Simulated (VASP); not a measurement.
# As: electric field gradients with LDA

Crystal: As.

```
CELL_PARAMETERS angstrom
1.87975 1.08527 3.48577
-1.87975 1.08527 3.48577
0.00000 -2.17055 3.48577
ATOMIC_POSITIONS crystal
As 0.22754 0.22754 0.22754
As 0.77246 0.77246 0.77246
```

```
Program                : VASP 6.6.1
Task                   : electric field gradients
Functional             : LDA
Potentials or basis    : VASP PAW LDA potentials, release 64 (As)
Cutoff                 : 520 eV
k mesh                 : 11 × 11 × 11
Occupations            : fermi-dirac, width 0.03 eV
Spin                   : no spin polarisation
Dipole correction      : no
Further INCAR settings : ALGO = Normal; EDIFF = 1e-08; NBANDS = 12
```

```
Pressure               : -1.1 GPa
Largest force          : 0.134 eV/Å
Band gap on the k mesh : zero (band 5 reaches 5.75 eV, above the bottom of band 6 at 5.40 eV)
```

Forces on the atoms (eV/Å):
```
As   0.000  0.000  0.134
As   0.000  0.000 -0.134
```

Stress tensor (GPa, compression positive):
```
-0.74  0.00  0.00
 0.00 -0.74  0.00
 0.00  0.00 -1.93
```

Levels at points of the mesh, in eV from the Fermi level:
```
           k point  band 2  band 3  band 4  band 5  band 6  band 7  band 8  band 9
(0.00, 0.00, 0.00)   -5.86   -2.57   -2.03   -2.03    1.70    2.90    2.90    6.76
```

Electric field gradients, principal values (V/Å²):
| atom | least | middle | greatest (by size) |
| --- | --- | --- | --- |
| 1 As | 22.429 | 22.429 | -44.858 |
| 2 As | 22.429 | 22.429 | -44.858 |

It took 62 s on 1 thread of Intel(R) Xeon(R) Platinum 8488C (Sapphire Rapids), with other jobs on the host, peak memory 0.19 GiB.

Caveat: without QUAD_EFG the Cq values of the log hold for a quadrupole moment of 1 mb, not for the nuclei.
